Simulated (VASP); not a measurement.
Input of a VASP 6.6.1 run:

The input POSCAR:

```
Au
1.0
   -1.6376065825      1.6376065825      1.6376065825
    1.6376065825     -1.6376065825      1.6376065825
    1.6376065825      1.6376065825     -1.6376065825
Au
1
Direct
    0.0000000000      0.0000000000      0.0000000000
```

File INCAR.step1:

```
PREC = Accurate
ENCUT = 520
ISMEAR = 0
SIGMA = 0.1
LREAL = False
LASPH = True
NELM = 60
NBANDS = 12
GGA = PE
ALGO = Normal
EDIFF = 1E-4
LWAVE = True
LCHARG = False
```

The input INCAR.step2:

```
PREC = Accurate
ENCUT = 520
EDIFF = 1E-7
ISMEAR = 0
SIGMA = 0.1
LREAL = False
LASPH = True
NELM = 60
ALGO = Normal
ISIF = 2
LWAVE = False
LCHARG = False
METAGGA = R2SCAN
LMIXTAU = True
NBANDS = 12
ISTART = 1
```

The input KPOINTS:

```
regular mesh
0
Gamma
  18 18 18
```

Potentials or basis: VASP PAW PBE potentials, release 64 (Au).

Command:

```console
$ cat potpaw_PBE.64/Au/POTCAR > POTCAR
$ cp INCAR.step1 INCAR
$ mpirun -np 1 vasp_std > vasp.out
$ cp INCAR.step2 INCAR
$ mpirun -np 1 vasp_std > vasp.out
```

Question: What does it give for the pressure?

Answer: 0.3 GPa.

Caveat: the PAW data sets were made with another functional, which shifts forces and pressure a little.
